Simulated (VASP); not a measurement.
A run of VASP 6.6.1 is set up as follows.

Contents of INCAR:

```
SYSTEM = BiTe
  PREC = Accurate
  ENCUT = 520
  EDIFF = 1E-6
  ISMEAR = 0
  SIGMA = 0.15
  LREAL = .FALSE.
  LASPH = .TRUE.
  NELM = 100
  ALGO = Normal
  ISIF = 2
  LWAVE = .FALSE.
  LCHARG = .FALSE.
  GGA = PS
  NBANDS = 18
```

File KPOINTS:

```
Automatic mesh
0
G
  14 14 14
  0 0 0
```

POSCAR

```
BiTe
1.0
    0.0000000000      3.1864750000      3.3320500000
    3.1864750000      0.0000000000      3.3320500000
    3.1864750000      3.1864750000      0.0000000000
Bi Te
1 1
Direct
    0.0000000000      0.0000000000      0.0000000000
    0.5000000000      0.5000000000      0.5000000000
```

Potentials or basis: VASP PAW PBE potentials, release 64 (Bi_d, Te).

The run is started by

```console
$ cat potpaw_PBE.64/Bi_d/POTCAR potpaw_PBE.64/Te/POTCAR > POTCAR
$ mpirun -np 1 vasp_std > vasp.out
```

Q: Estimate the pressure.

A: -1.5 GPa.

Stress tensor (GPa, compression positive):
```
-0.40  0.00  0.00
 0.00 -0.40  0.00
 0.00  0.00 -3.78
```

Caveat: the cell differs from its parent crystal (strain -0.015 along x and y, +0.030 along z); the PAW data sets were made with another functional, which shifts forces and pressure a little.
